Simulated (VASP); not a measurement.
Wanted: the native input for a VASP 6.6.1 run.

```yaml
Task: single point
Functional: LDA
Potentials_or_basis: VASP PAW LDA potentials, release 64 (Au)
Cutoff: 520 eV
k_mesh: 13 × 9 × 1
Occupations: fermi-dirac, width 0.05 eV
Spin: no spin polarisation
Dipole_correction: yes
Further_INCAR_settings: ALGO = Normal; EDIFF = 1e-07; NBANDS = 36
```

The structure of Au lies in POSCAR:

```
Au
1.0
    2.8626073067      0.0000000000      0.0000000000
    0.0000000000      4.0483380768      0.0000000000
    0.0000000000      0.0000000000     21.7252000000
Au
5
Direct
    0.0000000000      0.0000000000      0.3682356294
    0.5000000000      0.5000000000      0.4341178145
    0.0000000000      0.0000000000      0.5000000000
    0.5000000000      0.5000000000      0.5658821855
    0.0000000000      0.0000000000      0.6317643706
```

These files were run (other wordings do the same):

INCAR

```
SYSTEM = Au
PREC = Accurate
ENCUT = 520
EDIFF = 1E-7
ISMEAR = -1
SIGMA = 0.05
LREAL = .FALSE.
LASPH = .TRUE.
NELM = 60
ALGO = Normal
ISIF = 2
LWAVE = .FALSE.
LCHARG = .FALSE.
LDIPOL = .TRUE.
IDIPOL = 3
DIPOL = 0.5 0.5 0.500
GGA = CA
NBANDS = 36
```

KPOINTS

```
Automatic mesh
0
G
  13 9 1
  0 0 0
```

Potentials or basis: VASP PAW LDA potentials, release 64 (Au).

Command:

```bash
$ cat potpaw_LDA.64/Au/POTCAR > POTCAR
$ mpirun -np 1 vasp_std > vasp.out
```

It gave:

* Largest force: 0.565 eV/Å
* Band gap on the k mesh: zero (an odd number of electrons rules out a gap without spin polarisation)

Caveat: spin-orbit coupling is left out, which moves the levels of the heavy elements.

It took 4.4 min on 1 thread of AMD EPYC 9R45 96-Core Processor (Zen 5), with other jobs on the host, peak memory 0.37 GiB.
